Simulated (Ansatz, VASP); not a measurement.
**Two plane-wave programs on BaTiO3**

```xyz
5
Lattice="3.9998 0.0000 0.0000 0.0000 3.9998 0.0000 0.0000 0.0000 4.0180" Properties=species:S:1:pos:R:3 pbc="T T T"
Ba    0.0000    0.0000    0.0000
Ti    2.0304    1.9723    1.9972
O     1.9999    1.9999    0.0763
O     1.9999    0.0000    2.0773
O     0.0000    1.9999    2.0773
```

Alike in both runs: task single point; functional PBE; k mesh 6 × 6 × 6; occupations gaussian, width 0.05 eV; no spin polarisation.

|  | VASP | Ansatz |
| --- | --- | --- |
| version | VASP 6.6.1 | Ansatz 0.2.0 |
| potentials or method | VASP PAW PBE potentials, release 64 (Ba_sv, Ti_sv, O_h), cutoff 910 eV | scalar-relativistic, plane waves, PAW |
| valence electrons in the cell | 40 | 40 |

```csv
,VASP,Ansatz,Ansatz less VASP
gap on the k mesh at the Fermi level (eV),1.81,1.87,+0.060
rms of the force components (eV/Å),0.123,0.123,-0.0007
```

Atom by atom the forces differ by 0.013 eV/Å (rms over components). The functional is the same, so the differences come from potentials, cutoffs and numerics.

Spin-orbit coupling is off throughout. Noted on VASP's run: the cutoff is short for stress, so the pressure is rough.
